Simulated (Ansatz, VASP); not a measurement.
This is a calculation of Ti for Ansatz 0.2.0.

File input.yaml:

```yaml
crystal:
  lattice:
    - [0.0, 2.03, 2.03]
    - [2.03, 0.0, 2.03]
    - [2.03, 2.03, 0.0]
  atoms:
    - { symbol: Ti, position: [0.0, 0.0, 0.0] }
hamiltonian:
  xc: lda
  pseudopotentials: { kind: paw }
kpoints:
  mp_grid: { grid: [11, 11, 11] }
scf:
  occupations: { method: fermi_dirac, width: 0.05 }
output:
  forces: true
  stress: true
  eigenvalues: true
relax:
  f_tol: 0.01
  max_steps: 40
  cell: { stress_tol: 0.05 }
```

Potentials or basis: Ansatz PAW.

Run with:

```sh
$ ansatz run input.yaml --threads 2 --pin off --max-ram 5632MiB --backend cpu --events-out ev --progress --plain --runs-dir out
```

**Question.** Translate it to VASP 6.6.1. Potentials there: VASP PAW LDA potentials, release 64 (Ti_sv).

**Answer.** As run (the cutoff follows the program's own potentials):

File INCAR:

```
SYSTEM = Ti
PREC     = Accurate       ! precision mode
ENCUT    = 600            ! plane-wave cutoff, eV
EDIFF    = 1E-6           ! SCF threshold, eV
ISMEAR   = -1             ! smearing method
SIGMA    = 0.05           ! smearing width, eV
LREAL    = .False.        ! projectors in reciprocal space
LASPH    = .True.         ! aspherical terms in the spheres
NELM     = 60             ! most SCF steps
ALGO     = Normal         ! electronic algorithm
ISIF     = 3              ! what is computed and relaxed
LWAVE    = .False.        ! write WAVECAR
LCHARG   = .False.        ! write CHGCAR
GGA      = CA             ! functional
IBRION   = 2              ! ionic algorithm
NSW      = 60             ! ionic steps
EDIFFG   = -0.01          ! ionic threshold
```

KPOINTS

```
regular mesh
0
Gamma
  11 11 11
  0 0 0
```

POSCAR

```
Ti
1.0
    0.0000000000      2.0300000000      2.0300000000
    2.0300000000      0.0000000000      2.0300000000
    2.0300000000      2.0300000000      0.0000000000
Ti
1
Direct
    0.0000000000      0.0000000000      0.0000000000
```

Potentials or basis: VASP PAW LDA potentials, release 64 (Ti_sv).

Command:

```bash
$ cat potpaw_LDA.64/Ti_sv/POTCAR > POTCAR
$ mpirun -np 1 vasp_std > vasp.out
```

Both were run:

|  | VASP | Ansatz | Ansatz less VASP |
| --- | --- | --- | --- |
| gap on the k mesh at the Fermi level, each at its own relaxed structure (eV) | none | none | - |
| relaxed volume (Å³/atom) | 15.97 | 16.00 | +0.028 |
| relaxed cell length with the largest relative difference (Å) | 2.827 | 2.828 | +0.0017 |

LDA's correlation is that of Perdew and Zunger in VASP and of Perdew and Wang (1992) in Ansatz. A gap of «none» marks a metal or a gap that the smearing closes.

Noted on Ansatz's run: the plane-wave basis is chosen anew once the cell has moved, so the energies of steps on either side of that aren't comparable.
